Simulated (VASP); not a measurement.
# HfSi3 in VASP: notebook

HfSi3 is run at these levels: r2SCAN, PBE; tasks: single point.

Everything below comes from runs of VASP 6.6.1. Logs are shortened: lines on timing, memory, paths and dates and some standing lists are left out, and cuts for length are marked.

## (1) The cell of the first run

Symmetry: Pm-3m, No. 221, cubic system. Conventional cell: a = 3.974 Å, b = 3.974 Å, c = 3.974 Å, α = 90.00°, β = 90.00°, γ = 90.00°. Within 3.7 Å of Hf (site symmetry m-3m) lie 12 Si at 2.81 Å. Si (site symmetry 4/mmm) has 4 Hf at 2.81 Å and 8 Si at 2.81 Å within 3.7 Å.

## (2) Single point, r2SCAN

Contents of POSCAR:

```
HfSi3
1.0
    3.9735079819      0.0000000000      0.0000000000
    0.0000000000      3.9735079819      0.0000000000
    0.0000000000      0.0000000000      3.9735079819
Hf Si
1 3
Direct
    0.0000000000      0.0000000000      0.0000000000
    0.0000000000      0.5000000000      0.5000000000
    0.5000000000      0.5000000000      0.0000000000
    0.5000000000      0.0000000000      0.5000000000
```

Contents of INCAR.step1:

```
SYSTEM = HfSi3
PREC = Accurate
ENCUT = 520
ISMEAR = 0
SIGMA = 0.05
LREAL = .FALSE.
LASPH = .TRUE.
NELM = 60
NBANDS = 19
GGA = PE
ALGO = Normal
EDIFF = 1E-4
LWAVE = .TRUE.
LCHARG = .FALSE.
```

Contents of INCAR.step2:

```
SYSTEM = HfSi3
PREC = Accurate
ENCUT = 520
EDIFF = 1E-6
ISMEAR = 0
SIGMA = 0.05
LREAL = .FALSE.
LASPH = .TRUE.
NELM = 60
ALGO = Normal
ISIF = 2
LWAVE = .FALSE.
LCHARG = .FALSE.
METAGGA = R2SCAN
LMIXTAU = .TRUE.
NBANDS = 19
ISTART = 1
```

Contents of KPOINTS:

```
regular mesh
0
G
  8 8 8
  0 0 0
```

Potentials or basis: VASP PAW PBE potentials, release 64 (Hf_pv, Si).

Command:

```sh
$ cat potpaw_PBE.64/Hf_pv/POTCAR potpaw_PBE.64/Si/POTCAR > POTCAR
$ cp INCAR.step1 INCAR
$ mpirun -np 1 vasp_std > vasp.out
$ cp INCAR.step2 INCAR
$ mpirun -np 1 vasp_std > vasp.out
```

OUTCAR:

```text
SYSTEM = HfSi3
   PREC = Accurate
   ENCUT = 520
   EDIFF = 1E-6
   ISMEAR = 0
   LREAL = .FALSE.
   LASPH = .TRUE.
   NELM = 60
   ISIF = 2
   METAGGA = R2SCAN
   ISTART = 1

 ion  position               nearest neighbor table
   1  0.000  0.000  0.000-   2 2.81   3 2.81   4 2.81   2 2.81   4 2.81   2 2.81   3 2.81   2 2.81
                             3 2.81   4 2.81   4 2.81   3 2.81
   2  0.000  0.500  0.500-   1 2.81   3 2.81   4 2.81   1 2.81   3 2.81   1 2.81   4 2.81   1 2.81
                             3 2.81   4 2.81   3 2.81   4 2.81
   3  0.500  0.500  0.000-   1 2.81   2 2.81   4 2.81   2 2.81   4 2.81   1 2.81   4 2.81   4 2.81
                             1 2.81   2 2.81   2 2.81   1 2.81
   4  0.500  0.000  0.500-   1 2.81   2 2.81   3 2.81   1 2.81   3 2.81   2 2.81   3 2.81   3 2.81
                             1 2.81   2 2.81   1 2.81   2 2.81

  LATTYP: Found a simple cubic cell.
 ALAT       =     3.9735079819

  Lattice vectors:

 A1 = (   3.9735079819,   0.0000000000,   0.0000000000)
 A2 = (   0.0000000000,   3.9735079819,   0.0000000000)
 A3 = (   0.0000000000,   0.0000000000,   3.9735079819)

Analysis of symmetry for initial positions (statically):
=====================================================================
 Subroutine PRICEL returns:
 Original cell was already a primitive cell.

 Routine SETGRP: Setting up the symmetry group for a
 simple cubic supercell.

 Subroutine GETGRP returns: Found 48 space group operations
 (whereof 48 operations were pure point group operations)
 out of a pool of 48 trial point group operations.

The static configuration has the point symmetry O_h .

Analysis of symmetry for dynamics (positions and initial velocities):
=====================================================================
 Subroutine PRICEL returns:
 Original cell was already a primitive cell.

 Routine SETGRP: Setting up the symmetry group for a
 simple cubic supercell.

 Subroutine GETGRP returns: Found 48 space group operations
 (whereof 48 operations were pure point group operations)
 out of a pool of 48 trial point group operations.

The dynamic configuration has the point symmetry O_h .

 Subroutine INISYM returns: Found 48 space group operations
 (whereof 48 operations are pure point group operations),
 and found     1 'primitive' translations

----------------------------------------------------------------------------------------

                                     Primitive cell

  volume of cell :      62.7368

  direct lattice vectors                    reciprocal lattice vectors
     3.973507982  0.000000000  0.000000000     0.251666790  0.000000000  0.000000000
     0.000000000  3.973507982  0.000000000     0.000000000  0.251666790  0.000000000
     0.000000000  0.000000000  3.973507982     0.000000000  0.000000000  0.251666790

  length of vectors
     3.973507982  3.973507982  3.973507982     0.251666790  0.251666790  0.251666790

  position of ions in fractional coordinates (direct lattice)
     0.000000000  0.000000000  0.000000000
     0.000000000  0.500000000  0.500000000
     0.500000000  0.500000000  0.000000000
     0.500000000  0.000000000  0.500000000

  ion indices of the primitive-cell ions
   primitive index   ion index
                 1           1
                 2           2
                 3           3
                 4           4

----------------------------------------------------------------------------------------

 KPOINTS: regular mesh

Automatic generation of k-mesh.
 Grid dimensions read from file:
 generate k-points for:    8    8    8

 Generating k-lattice:

  Cartesian coordinates                     Fractional coordinates (reciprocal lattice)
     0.031458349  0.000000000  0.000000000     0.125000000  0.000000000  0.000000000
     0.000000000  0.031458349  0.000000000     0.000000000  0.125000000  0.000000000
     0.000000000  0.000000000  0.031458349     0.000000000  0.000000000  0.125000000

  Length of vectors
     0.031458349  0.031458349  0.031458349

  Shift w.r.t. Gamma in fractional coordinates (k-lattice)
     0.000000000  0.000000000  0.000000000

 Subroutine IBZKPT returns following result:
 ===========================================

 Found     35 irreducible k-points:

 Following reciprocal coordinates:
            Coordinates               Weight
  0.000000  0.000000  0.000000      1.000000
  0.125000  0.000000  0.000000      6.000000
  0.250000  0.000000  0.000000      6.000000
  0.375000  0.000000  0.000000      6.000000
  0.500000  0.000000  0.000000      3.000000
  0.125000  0.125000  0.000000     12.000000
[... 16 lines left out ...]
  0.375000  0.375000  0.125000     24.000000
  0.500000  0.375000  0.125000     24.000000
 [... further k-points ...]
   k-points           NKPTS =     35   k-points in BZ     NKDIM =     35   number of bands    NBANDS=     19
   number of dos      NEDOS =    301   number of ions     NIONS =      4
   total plane-waves  NPLWV =  27000
   dimension x,y,z NGX =    30 NGY =   30 NGZ =   30
   dimension x,y,z NGXF=    60 NGYF=   60 NGZF=   60
   ions per type =               1   3
   NGX,Y,Z   is equivalent  to a cutoff of  12.55, 12.55, 12.55 a.u.
   NGXF,Y,Z  is equivalent  to a cutoff of  25.10, 25.10, 25.10 a.u.
 SYSTEM =  HfSi3
   PREC   = accura    normal or accurate (medium, high low for compatibility)
   ISTART =      1    job   : 0-new  1-cont  2-samecut
   ICHARG =      0    charge: 1-file 2-atom 10-const
   ISPIN  =      1    spin polarized calculation?
   LNONCOLLINEAR =      F non collinear calculations
   LSORBIT =      F    spin-orbit coupling
   LASPH  =      T    aspherical Exc in radial PAW
   ENCUT  =  520.0 eV  38.22 Ry    6.18 a.u.   7.39  7.39  7.39*2*pi/ulx,y,z
   NELM   =     60;   NELMIN=  2; NELMDL=  0     # of ELM steps
   EDIFF  = 0.1E-05   stopping-criterion for ELM
   LREAL  =      F    real-space projection
   EDIFFG = 0.1E-04   stopping-criterion for IOM
   NSW    =      0    number of steps for IOM
   IBRION =     -1    ionic relax: 0-MD 1-quasi-New 2-CG
   NFREE  =      0    steps in history (QN), initial steepest desc. (CG)
   ISIF   =      2    stress and relaxation
   ISYM   =      2    0-nonsym 1-usesym 2-fastsym
   POTIM  = 0.5000    time-step for ionic-motion
   TEBEG  =    0.0;   TEEND  =   0.0 temperature during run
   PSTRESS=    0.0 pullay stress
   NELECT =      22.0000    total number of electrons
   NUPDOWN=      -1.0000    fix difference up-down
   EMIN   =  10.00;   EMAX   =-10.00  energy-range for DOS
   EFERMI =   0.00;   METHOD = LEGACY
   ISMEAR =     0;   SIGMA  =   0.05  broadening in eV -4-tet -1-fermi 0-gaus
   EFERMI_NEDOS =   21; number of points for ismear=-14 and -15
   IALGO  =     38    algorithm
   IMIX   =      4    mixing-type and parameters
     AMIX     =   0.40;   BMIX     =  1.00
     AMIX_MAG =   1.60;   BMIX_MAG =  1.00
  volume/ion in A,a.u.               =      15.68       105.84
  Fermi-wavevector in a.u.,A,eV,Ry     =   1.154450  2.181593 18.133217  1.332754
  Thomas-Fermi vector in A             =   2.291086
   LORBIT       =      0    0 simple, 1 ext, 2 COOP (PROOUT), +10 PAW based schemes
   METAGGA = R2SCAN    functional components
   LHFCALC =     F    Hartree Fock is set to
   AEXX    =    0.0000 exact exchange contribution
   IVDW    =     0    specifies the selected vdW correction
   LEPSILON=     F    determine dielectric tensor
   LRPA    =     F    only Hartree local field effects (RPA)
 non-spin polarized calculation
 Gauss-broadening in eV      SIGMA  =   0.05
  energy-cutoff  :      520.00
  volume of cell :       62.74
 maximum number of plane-waves:      1743
 NGX is ok and might be reduce to    30
   NGX = 15   NGY = 15   NGZ = 15

 number of electron      21.9999997 magnetization

 Free energy of the ion-electron system (eV)
  ---------------------------------------------------
  ext. energy  EPLUGINS =         0.00000000
  ---------------------------------------------------
  free energy    TOTEN  =       -71.31719746 eV

  energy without entropy =      -71.31385850  energy(sigma->0) =      -71.31552798

 E-fermi :   9.2958     XC(G=0): -12.2209

 val. band max:        9.2787701858   @ k =   0.1250   0.0000   0.0000
 cond. band min:       9.3013184644   @ k =   0.2500   0.1250   0.0000
 fundamental gap:      0.0225482786
 Fermi energy:         9.2957822012

 k-point     1 :       0.0000    0.0000    0.0000
  band No.  band energies     occupation
      1     -23.3128      2.00000
      2     -23.3128      2.00000
      3     -23.3128      2.00000
      4      -4.9517      2.00000
      5       3.0075      2.00000
      6       3.0075      2.00000
[... 11 lines left out ...]
     18      12.3758      0.00000
     19      15.8088      0.00000

 k-point     2 :       0.1250    0.0000    0.0000
  band No.  band energies     occupation
      1     -23.3221      2.00000
      2     -23.3119      2.00000
      3     -23.3119      2.00000
      4      -4.7812      2.00000
      5       2.0746      2.00000
      6       3.1545      2.00000
[... 11 lines left out ...]
     18      13.9826      0.00000
     19      14.8750      0.00000

 k-point     3 :       0.2500    0.0000    0.0000
  band No.  band energies     occupation
      1     -23.3444      2.00000
      2     -23.3099      2.00000
      3     -23.3099      2.00000
      4      -4.2801      2.00000
      5       0.5469      2.00000
      6       3.5936      2.00000
[... 11 lines left out ...]
     18      14.1426      0.00000
     19      14.2294      0.00000

 k-point     4 :       0.3750    0.0000    0.0000
  band No.  band energies     occupation
      1     -23.3666      2.00000
      2     -23.3079      2.00000
      3     -23.3079      2.00000
      4      -3.4831      2.00000
      5      -0.9406      2.00000
      6       4.3146      2.00000
[... 407 lines left out ...]
     18      15.3527      0.00000
     19      16.1011      0.00000

 k-point    23 :       0.3750    0.3750    0.1250
  band No.  band energies     occupation
      1     -23.3583      2.00000
      2     -23.3573      2.00000
      3     -23.3115      2.00000
      4      -2.1250      2.00000
      5       0.2786      2.00000
      6       0.3313      2.00000
[... 11 lines left out ...]
     18      14.4381      0.00000
     19      15.5310      0.00000

 k-point    24 :       0.5000    0.3750    0.1250
  band No.  band energies     occupation
      1     -23.3664      2.00000
      2     -23.3565      2.00000
      3     -23.3106      2.00000
      4      -1.5985      2.00000
      5      -0.4396      2.00000
      6       0.6765      2.00000
[... 11 lines left out ...]
     18      15.1113      0.00000
     19      16.3996      0.00000

 [... further k-points ...]

------------------------ aborting loop because EDIFF is reached ----------------------------------------

  FORCE on cell =-STRESS in cart. coord.  units (eV):
  Direction    XX          YY          ZZ          XY          YZ          ZX
  --------------------------------------------------------------------------------------
  -------------------------------------------------------------------------------------
  Total       -1.1988895     -1.1988895     -1.1988895     -0.0000000      0.0000000     -0.0000000
  in kB      -30.6173401    -30.6173401    -30.6173401     -0.0000000      0.0000000     -0.0000000
  external PRESSURE =     -30.6173401 kB  Pullay stress =       0.0000000 kB

 VOLUME and BASIS-vectors are now :
 -----------------------------------------------------------------------------
  energy-cutoff  :      520.00
  volume of cell :       62.74
      direct lattice vectors                 reciprocal lattice vectors
     3.973507982  0.000000000  0.000000000     0.251666790  0.000000000  0.000000000
     0.000000000  3.973507982  0.000000000     0.000000000  0.251666790  0.000000000
     0.000000000  0.000000000  3.973507982     0.000000000  0.000000000  0.251666790

 POSITION                                       TOTAL-FORCE (eV/Angst)
 -----------------------------------------------------------------------------------
      0.00000      0.00000      0.00000         0.000000      0.000000      0.000000
      0.00000      1.98675      1.98675         0.000000      0.000000      0.000000
      1.98675      1.98675      0.00000         0.000000      0.000000      0.000000
      1.98675      0.00000      1.98675         0.000000      0.000000      0.000000
 -----------------------------------------------------------------------------------
    total drift:                                0.000000     -0.000000     -0.000000

  FREE ENERGIE OF THE ION-ELECTRON SYSTEM (eV)
  ---------------------------------------------------
  free  energy   TOTEN  =       -71.3171974576 eV

  energy  without entropy=      -71.3138584974  energy(sigma->0) =      -71.31552798
```

It took 2 min on 1 thread of Intel Xeon Platinum 8259CL at 2.50GHz (Skylake/Cascade Lake), shared host; peak memory 0.19 GiB.

What came out:

```yaml
Free_energy: -71.3172 eV
Pressure: -3.1 GPa
Band_gap_on_the_k_mesh: zero (bands 11 and 12 overlap by 2.31 eV)
```

Caveat: the cell stands under tension; the PAW data sets were made with another functional, which shifts forces and pressure a little; spin-orbit coupling is left out, which moves the levels of the heavy elements.

## (3) Single point, PBE (atom 1 (Hf) moved 0.08 Å along y)

Contents of INCAR:

```
SYSTEM = HfSi3
PREC     = Accurate       ! precision mode
ENCUT    = 520            ! plane-wave cutoff, eV
EDIFF    = 1E-6           ! SCF threshold, eV
ISMEAR   = 0              ! smearing method
SIGMA    = 0.05           ! smearing width, eV
LREAL    = .False.        ! projectors in reciprocal space
LASPH    = .True.         ! aspherical terms in the spheres
NELM     = 60             ! most SCF steps
ALGO     = Normal         ! electronic algorithm
ISIF     = 2              ! what is computed and relaxed
LWAVE    = .False.        ! write WAVECAR
LCHARG   = .True.         ! write CHGCAR
GGA      = PE             ! functional
LELF     = .True.         ! ELF
LVHAR    = .True.       
NBANDS   = 19             ! bands
```

Contents of KPOINTS:

```
regular mesh
0
Gamma
  8 8 8
  0 0 0
```

POSCAR: that of step 2 with these lines changed.

```diff
@@ -8,3 +8,3 @@
 Direct
-    0.0000000000      0.0000000000      0.0000000000
+    0.0000000000      0.0201333432      0.0000000000
     0.0000000000      0.5000000000      0.5000000000
```

Potentials or basis: VASP PAW PBE potentials, release 64 (Hf_pv, Si).

Command:

```sh
$ cat potpaw_PBE.64/Hf_pv/POTCAR potpaw_PBE.64/Si/POTCAR > POTCAR
$ mpirun -np 1 vasp_std > vasp.out
```

Run time: 61 s. Hardware: 1 thread of Intel Xeon Platinum 8259CL at 2.50GHz (Skylake/Cascade Lake), shared host; peak memory 0.23 GiB.

It converged, with:

```
Free energy            : -26.4000 eV
Pressure               : 0.0 GPa
Largest force          : 0.518 eV/Å
Band gap on the k mesh : zero (bands 11 and 12 overlap by 1.97 eV)
```

Forces on the atoms (eV/Å):
```
Hf   0.000 -0.518  0.000
Si   0.000  0.358  0.000
Si   0.000  0.358  0.000
Si   0.000 -0.198  0.000
```

Stress tensor (GPa, compression positive):
```
-0.01  0.00  0.00
 0.00  0.11  0.00
 0.00  0.00 -0.01
```

Levels at points of the mesh, in eV from the Fermi level:
```tsv
k point	band 9	band 10	band 11	band 12	band 13	band 14
(0.00, 0.00, 0.00)	-4.20	-0.17	-0.07	-0.07	-0.04	2.04
(0.50, 0.00, 0.00)	-3.62	-1.16	-1.12	-0.25	0.28	0.52
(0.00, 0.50, 0.00)	-3.53	-1.13	-1.13	-0.26	0.32	0.49
(0.50, 0.50, 0.00)	-3.05	-1.12	-0.97	0.55	0.70	1.08
(0.50, 0.00, 0.50)	-3.04	-1.16	-0.93	0.68	0.68	0.92
(0.50, 0.50, 0.50)	-5.03	-5.03	-0.99	2.14	2.17	3.95
```

Caveat: the cell differs from its parent crystal (atom 1 (Hf) moved 0.08 Å along y); spin-orbit coupling is left out, which moves the levels of the heavy elements.
